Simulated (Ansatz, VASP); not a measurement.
**BN: VASP beside Ansatz**

```
B N
1.0
     0.00000    1.79035    1.79035
     1.79035    0.00000    1.79035
     1.79035    1.79035    0.00000
B N
1 1
Direct
  0.00000 0.00000 0.00000
  0.25000 0.25000 0.25000
```

Alike in both runs: functional LDA; k mesh 8 × 8 × 8; no spin polarisation.

Ansatz relaxed the structure, and its values are those at the end. VASP's run is a single point on that final structure, the one shown.

```csv
,VASP,Ansatz
version,VASP 6.6.1,Ansatz 0.2.0
potentials or method,"VASP PAW LDA potentials, release 64 (B, N), cutoff 520 eV","plane waves, PAW"
occupations,"gaussian, width 0.01 eV",fixed
valence electrons in the cell,8,8
```

|  | VASP | Ansatz | Ansatz less VASP |
| --- | --- | --- | --- |
| pressure (GPa) | 1.0 | 0.0 | -0.97 |

LDA's correlation is that of Perdew and Zunger in VASP and of Perdew and Wang (1992) in Ansatz. Ansatz's warnings: stress scf threshold loose.
